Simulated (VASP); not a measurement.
Wanted: the native input for a VASP 6.6.1 run.

```
Task                   : single point
Functional             : PBE
Potentials or basis    : VASP PAW PBE potentials, release 64 (Ta_pv, C)
Cutoff                 : 520 eV
k mesh                 : 8 × 8 × 8
Occupations            : gaussian, width 0.1 eV
Spin                   : no spin polarisation
Dipole correction      : no
Further INCAR settings : LREAL = Auto; ALGO = Normal; EDIFF = 1e-07; NBANDS = 74
```

The structure of TaC lies in POSCAR:

```
TaC
1.0
    0.0000000000      4.4754012997     -4.4754012997
    4.4754012997      4.4754012997      0.0000000000
    4.4754012997      0.0000000000     -4.4754012997
Ta C
8 8
Direct
    0.5000000000      0.5000000000      0.0000000000
    0.5000000000      0.0000000000      0.0000000000
    1.0000000000      0.5000000000      0.0000000000
    1.0000000000      0.0000000000      0.0000000000
    0.5000000000      0.5000000000      0.5000000000
    0.5000000000      0.0000000000      0.5000000000
    1.0000000000      0.5000000000      0.5000000000
    1.0000000000      0.0000000000      0.5000000000
    0.2500000000      0.7500000000      0.2500000000
    0.2500000000      0.2500000000      0.2500000000
    0.7500000000      0.7500000000      0.2500000000
    0.7500000000      0.2500000000      0.2500000000
    0.2500000000      0.7500000000      0.7500000000
    0.2500000000      0.2500000000      0.7500000000
    0.7500000000      0.7500000000      0.7500000000
    0.7500000000      0.2500000000      0.7500000000
```

One way to write it, as run:

INCAR

```
SYSTEM = TaC
PREC     = Accurate       ! precision mode
ENCUT    = 520            ! plane-wave cutoff, eV
EDIFF    = 1E-7           ! SCF threshold, eV
ISMEAR   = 0              ! smearing method
SIGMA    = 0.1            ! smearing width, eV
LREAL    = Auto         
LASPH    = .True.         ! aspherical terms in the spheres
NELM     = 80             ! most SCF steps
ALGO     = Normal         ! electronic algorithm
ISIF     = 2              ! what is computed and relaxed
LWAVE    = .False.        ! write WAVECAR
LCHARG   = .False.        ! write CHGCAR
GGA      = PE             ! functional
NBANDS   = 74             ! bands
```

KPOINTS

```
regular mesh
0
Gamma
  8 8 8
  0 0 0
```

Potentials or basis: VASP PAW PBE potentials, release 64 (Ta_pv, C).

Command:

```sh
$ cat potpaw_PBE.64/Ta_pv/POTCAR potpaw_PBE.64/C/POTCAR > POTCAR
$ mpirun -np 1 vasp_std > vasp.out
```

It gave:

```yaml
Pressure: 0.7 GPa
Band_gap_on_the_k_mesh: zero (band 60 reaches 9.34 eV, above the bottom of band 61 at 7.43 eV)
```

Caveat: spin-orbit coupling is left out, which moves the levels of the heavy elements.

It took 18 min on 1 thread of AMD EPYC 7R13 Processor (Zen 3), on a shared host, peak memory 0.44 GiB.
